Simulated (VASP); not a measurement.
# Se (P3_121) in VASP: notebook

Se is run at these levels: LDA; tasks: single point.

Everything below comes from runs of VASP 6.6.1. Logs are shortened: lines on timing, memory, paths and dates and some standing lists are left out, and cuts for length are marked.

**1. The cell of the first run**

It takes space group P3_121 (No. 152, trigonal). The conventional cell has a = 3.953 Å, b = 3.953 Å, c = 5.121 Å, α = 90.00°, β = 90.00°, γ = 120.00°. Within 3.2 Å of Se (site symmetry 2) lie 6 Se at 2.44 to 3.11 Å.

**2. Single point, LDA**

File INCAR:

```
SYSTEM = Se
  PREC = Accurate
  ENCUT = 520
  EDIFF = 1E-6
  ISMEAR = -1
  SIGMA = 0.05
  LREAL = .FALSE.
  LASPH = .TRUE.
  NELM = 80
  ALGO = Normal
  ISIF = 2
  LWAVE = .FALSE.
  LCHARG = .TRUE.
  LELF = .TRUE.
  LVHAR = .TRUE.
  NBANDS = 16
```

File KPOINTS:

```
Automatic mesh
0
G
  9 9 6
  0 0 0
```

File POSCAR:

```
Se
1.0
    3.9534579835      0.0000000000      0.0000000000
   -1.9767289918      3.4237950465      0.0000000000
    0.0000000000      0.0000000000      5.1205317979
Se
3
Direct
    0.2543546525      1.0000000000      0.3333333333
    1.0000000000      0.2543546525      0.6666666667
    0.7456453475      0.7456453475      1.0000000000
```

Potentials or basis: VASP PAW LDA potentials, release 64 (Se).

Command:

```console
cat potpaw_LDA.64/Se/POTCAR > POTCAR
mpirun -np 1 vasp_std > vasp.out
```

OUTCAR:

```text
SYSTEM = Se
   PREC = Accurate
   ENCUT = 520
   EDIFF = 1E-6
   ISMEAR = -1
   LREAL = .FALSE.
   LASPH = .TRUE.
   NELM = 80
   ISIF = 2

 ion  position               nearest neighbor table
   1  0.254  0.000  0.333-   3 2.44   2 2.44
   2  0.000  0.254  0.667-   3 2.44   1 2.44
   3  0.746  0.746  0.000-   1 2.44   2 2.44

  LATTYP: Found a hexagonal cell.
 ALAT       =     3.9534579835
 C/A-ratio  =     1.2952032927

  Lattice vectors:

 A1 = (   3.9534579835,   0.0000000000,   0.0000000000)
 A2 = (  -1.9767289918,   3.4237950465,   0.0000000000)
 A3 = (   0.0000000000,   0.0000000000,   5.1205317979)

Analysis of symmetry for initial positions (statically):
=====================================================================
 Subroutine PRICEL returns:
 Original cell was already a primitive cell.

 Routine SETGRP: Setting up the symmetry group for a
 hexagonal supercell.

 Subroutine GETGRP returns: Found  6 space group operations
 (whereof  2 operations were pure point group operations)
 out of a pool of 24 trial point group operations.

The static configuration has the point symmetry C_2 .
 The point group associated with its full space group is D_3 .

Analysis of symmetry for dynamics (positions and initial velocities):
=====================================================================
 Subroutine PRICEL returns:
 Original cell was already a primitive cell.

 Routine SETGRP: Setting up the symmetry group for a
 hexagonal supercell.

 Subroutine GETGRP returns: Found  6 space group operations
 (whereof  2 operations were pure point group operations)
 out of a pool of 24 trial point group operations.

The dynamic configuration has the point symmetry C_2 .
 The point group associated with its full space group is D_3 .

 Subroutine INISYM returns: Found  6 space group operations
 (whereof  2 operations are pure point group operations),
 and found     1 'primitive' translations

----------------------------------------------------------------------------------------

                                     Primitive cell

  volume of cell :      69.3106

  direct lattice vectors                    reciprocal lattice vectors
     3.953457983  0.000000000  0.000000000     0.252943121  0.146036779  0.000000000
    -1.976728992  3.423795046  0.000000000     0.000000000  0.292073558  0.000000000
     0.000000000  0.000000000  5.120531798     0.000000000  0.000000000  0.195292216

[... 85 lines left out ...]
   EDIFF  = 0.1E-05   stopping-criterion for ELM
   LREAL  =      F    real-space projection
   EDIFFG = 0.1E-04   stopping-criterion for IOM
   NSW    =      0    number of steps for IOM
   IBRION =     -1    ionic relax: 0-MD 1-quasi-New 2-CG
   NFREE  =      0    steps in history (QN), initial steepest desc. (CG)
   ISIF   =      2    stress and relaxation
   ISYM   =      2    0-nonsym 1-usesym 2-fastsym
   POTIM  = 0.5000    time-step for ionic-motion
   TEBEG  =    0.0;   TEEND  =   0.0 temperature during run
   PSTRESS=    0.0 pullay stress
   NELECT =      18.0000    total number of electrons
   NUPDOWN=      -1.0000    fix difference up-down
   EMIN   =  10.00;   EMAX   =-10.00  energy-range for DOS
   EFERMI =   0.00;   METHOD = LEGACY
   ISMEAR =    -1;   SIGMA  =   0.05  broadening in eV -4-tet -1-fermi 0-gaus
   EFERMI_NEDOS =   21; number of points for ismear=-14 and -15
   IALGO  =     38    algorithm
   IMIX   =      4    mixing-type and parameters
     AMIX     =   0.40;   BMIX     =  1.00
     AMIX_MAG =   1.60;   BMIX_MAG =  1.00
  volume/ion in A,a.u.               =      23.10       155.91
  Fermi-wavevector in a.u.,A,eV,Ry     =   1.044477  1.973776 14.843043  1.090933
  Thomas-Fermi vector in A             =   2.179232
   LORBIT       =      0    0 simple, 1 ext, 2 COOP (PROOUT), +10 PAW based schemes
   GGA     = CA    functional components
   LHFCALC =     F    Hartree Fock is set to
   AEXX    =    0.0000 exact exchange contribution
   IVDW    =     0    specifies the selected vdW correction
   LEPSILON=     F    determine dielectric tensor
   LRPA    =     F    only Hartree local field effects (RPA)
 non-spin polarized calculation
  energy-cutoff  :      520.00
  volume of cell :       69.31
 maximum number of plane-waves:      1904
 NGX is ok and might be reduce to    30
   NGX = 15   NGY = 15   NGZ = 19

 number of electron      18.0000001 magnetization

 Free energy of the ion-electron system (eV)
  ---------------------------------------------------
  ext. energy  EPLUGINS =         0.00000000
  ---------------------------------------------------
  free energy    TOTEN  =       -12.47721634 eV

  energy without entropy =      -12.47691939  energy(sigma->0) =      -12.47706787

 E-fermi :   4.5762     XC(G=0):  -9.9940

 val. band max:        4.4106171319   @ k =   0.3333   0.3333   0.5000
 cond. band min:       4.6940597375   @ k =   0.3333   0.3333   0.5000
 fundamental gap:      0.2834426056
 Fermi energy:         4.5761537339

 k-point     1 :       0.0000    0.0000    0.0000
  band No.  band energies     occupation
      1     -11.9494      2.00000
      2      -7.7486      2.00000
      3      -7.7486      2.00000
      4       0.6397      2.00000
      5       0.9648      2.00000
      6       0.9648      2.00000
[... 433 lines left out ...]
      3      -6.9699      2.00000
      4      -1.3154      2.00000
      5      -0.7021      2.00000
      6       0.5367      2.00000
[... 8 lines left out ...]
     15      13.2268      0.00000
     16      13.9528      0.00000

 [... further k-points ...]

------------------------ aborting loop because EDIFF is reached ----------------------------------------

  FORCE on cell =-STRESS in cart. coord.  units (eV):
  Direction    XX          YY          ZZ          XY          YZ          ZX
  --------------------------------------------------------------------------------------
  -------------------------------------------------------------------------------------
  Total        0.0605364      0.0605364      0.1238123     -0.0000000      0.0000000      0.0000000
  in kB        1.3993538      1.3993538      2.8620310     -0.0000000      0.0000000      0.0000000
  external PRESSURE =       1.8869129 kB  Pullay stress =       0.0000000 kB

 VOLUME and BASIS-vectors are now :
 -----------------------------------------------------------------------------
  energy-cutoff  :      520.00
  volume of cell :       69.31
      direct lattice vectors                 reciprocal lattice vectors
     3.953457983  0.000000000  0.000000000     0.252943121  0.146036779  0.000000000
    -1.976728992  3.423795046  0.000000000     0.000000000  0.292073558  0.000000000
     0.000000000  0.000000000  5.120531798     0.000000000  0.000000000  0.195292216

 POSITION                                       TOTAL-FORCE (eV/Angst)
 -----------------------------------------------------------------------------------
      1.00558      0.00000      1.70684         0.052019     -0.000000      0.000000
     -0.50279      0.87086      3.41369        -0.026009      0.045049     -0.000000
      1.47394      2.55294      0.00000        -0.026009     -0.045049     -0.000000
 -----------------------------------------------------------------------------------
    total drift:                               -0.000000     -0.000001      0.000000

  FREE ENERGIE OF THE ION-ELECTRON SYSTEM (eV)
  ---------------------------------------------------
  free  energy   TOTEN  =       -12.4772163386 eV

  energy  without entropy=      -12.4769193933  energy(sigma->0) =      -12.47706787
```

Wall time 66 s (1 thread of Intel Xeon 8259CL, shared host); peak memory 0.19 GiB.

Results:

```yaml
Free_energy: -12.4772 eV
Pressure: 0.2 GPa
Largest_force: 0.052 eV/Å
Band_gap_on_the_k_mesh: 0.28 eV
```

Forces on the atoms (eV/Å):
```
Se   0.052  0.000  0.000
Se  -0.026  0.045  0.000
Se  -0.026 -0.045  0.000
```

Stress tensor (GPa, compression positive):
```
0.14 0.00 0.00
0.00 0.14 0.00
0.00 0.00 0.29
```

Levels at points of the mesh, in eV from the valence-band top:
```
           k point  band 6  band 7  band 8  band 9  band 10  band 11  band 12  band 13
(0.00, 0.00, 0.00)   -3.45   -1.98   -1.98   -0.69     1.32     1.32     2.00     6.17
(0.00, 0.00, 0.50)   -3.19   -1.52   -1.35   -1.35     0.74     0.75     0.75     5.26
```

Caveat: an odd mesh through Γ misses points on the zone boundary, where band edges can lie.

**3. Single point, LDA (24.03 Å³/atom)**

This run uses another cell than the first one, of 24.03 Å³/atom.

File INCAR:

```
  ALGO = Normal
  EDIFF = 1E-7
  ENCUT = 520
  ISIF = 2
  ISMEAR = -1
  LASPH = True
  LCHARG = False
  LREAL = False
  LWAVE = False
  NBANDS = 16
  NELM = 60
  PREC = Accurate
  SIGMA = 0.05
```

File KPOINTS:

```
k-points
0
Gamma
  9 9 6
```

File POSCAR:

```
Se
1.0
    4.0054831336      0.0000000000      0.0000000000
   -2.0027415668      3.4688501481      0.0000000000
    0.0000000000      0.0000000000      5.1879149436
Se
3
Direct
    0.2543546525      1.0000000000      0.3333333333
    1.0000000000      0.2543546525      0.6666666667
    0.7456453475      0.7456453475      1.0000000000
```

Potentials or basis: VASP PAW LDA potentials, release 64 (Se).

Command:

```console
cat potpaw_LDA.64/Se/POTCAR > POTCAR
mpirun -np 1 vasp_std > vasp.out
```

Wall time 78 s (1 thread of Intel Xeon 8259CL, shared host); peak memory 0.19 GiB.

The run converged. Its results:

- Free energy: -12.4561 eV
- Pressure: -2.5 GPa
- Largest force: 0.197 eV/Å
- Band gap on the k mesh: 0.27 eV

Forces on the atoms (eV/Å):
```
Se  -0.197  0.000  0.000
Se   0.099 -0.171  0.000
Se   0.099  0.171  0.000
```

Stress tensor (GPa, compression positive):
```
-2.17  0.00  0.00
 0.00 -2.17  0.00
 0.00  0.00 -3.27
```

Levels at points of the mesh, in eV from the valence-band top:
```csv
k point,band 5,band 6,band 7,band 8,band 9,band 10,band 11,band 12,band 13,band 14
"(0.00, 0.00, 0.00)",-3.34,-3.34,-1.84,-1.84,-0.61,1.29,1.29,1.98,6.27,6.27
"(0.00, 0.00, 0.50)",-3.03,-3.03,-1.40,-1.25,-1.25,0.77,0.77,0.79,5.44,6.92
```

Caveat: an odd mesh through Γ misses points on the zone boundary, where band edges can lie.

[end of part 1 of 2]
